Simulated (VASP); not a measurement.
A run of VASP 6.6.1 is set up as follows.

INCAR

```
  PREC = Accurate
  ENCUT = 520
  EDIFF = 1E-7
  ISMEAR = 0
  SIGMA = 0.1
  LREAL = False
  LASPH = True
  NELM = 80
  ALGO = Normal
  ISIF = 2
  LWAVE = False
  LCHARG = False
  GGA = PE
  NBANDS = 22
```

Contents of KPOINTS:

```
Automatic mesh
0
Gamma
  12 12 12
```

Contents of POSCAR:

```
MoP3
1.0
    3.8526751489      0.0000000000      0.0000000000
    0.0000000000      3.8526751489      0.0000000000
    0.0000000000      0.0000000000      3.8526751489
Mo P
1 3
Direct
    0.0000000000      0.0000000000      0.0000000000
    0.0000000000      0.5000000000      0.5000000000
    0.5000000000      0.0000000000      0.5000000000
    0.5000000000      0.5000000000      0.0000000000
```

Potentials or basis: VASP PAW PBE potentials, release 64 (Mo_sv, P).

Launch:

```console
$ cat potpaw_PBE.64/Mo_sv/POTCAR potpaw_PBE.64/P/POTCAR > POTCAR
$ mpirun -np 1 vasp_std > vasp.out
```

Problem. Estimate the pressure.

Solution. 0.0 GPa.
